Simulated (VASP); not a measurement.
Here is a VASP 6.6.1 calculation.

Contents of INCAR:

```
ALGO = Normal
EDIFF = 1E-7
EDIFFG = -0.03
ENCUT = 600
GGA = PS
IBRION = 2
ISIF = 3
ISMEAR = 1
LASPH = True
LCHARG = False
LREAL = False
LWAVE = False
NELM = 60
NSW = 80
PREC = Accurate
PSTRESS = 100.0
SIGMA = 0.05
```

KPOINTS

```
k-points
0
Gamma
  6 6 3
```

Contents of POSCAR:

```
Sr
1.0
    4.3000000000      0.0000000000      0.0000000000
   -2.1500000000      3.7239092363      0.0000000000
    0.0000000000      0.0000000000      7.0219000000
Sr
2
Direct
    0.3333333333      0.6666666667      0.2500000000
    0.6666666667      0.3333333333      0.7500000000
```

Potentials or basis: VASP PAW PBE potentials, release 64 (Sr_sv).

Command:

```sh
$ cat potpaw_PBE.64/Sr_sv/POTCAR > POTCAR
$ mpirun -np 1 vasp_std > vasp.out
```

(1) Estimate the band gap on the k mesh.

(2) Predict the relaxed cell.

(3) What does it give for the space group after relaxing (to 0.1 Å)?

Answers

(1) zero (bands 10 and 11 overlap by 0.67 eV).

(2) a = 3.602 Å, b = 3.602 Å, c = 5.936 Å, α = 90.00°, β = 90.00°, γ = 120.00°.

(3) P6_3/mmc (No. 194).

Caveat: the cell is relaxed towards a set pressure, so the run minimises the enthalpy, not the energy.
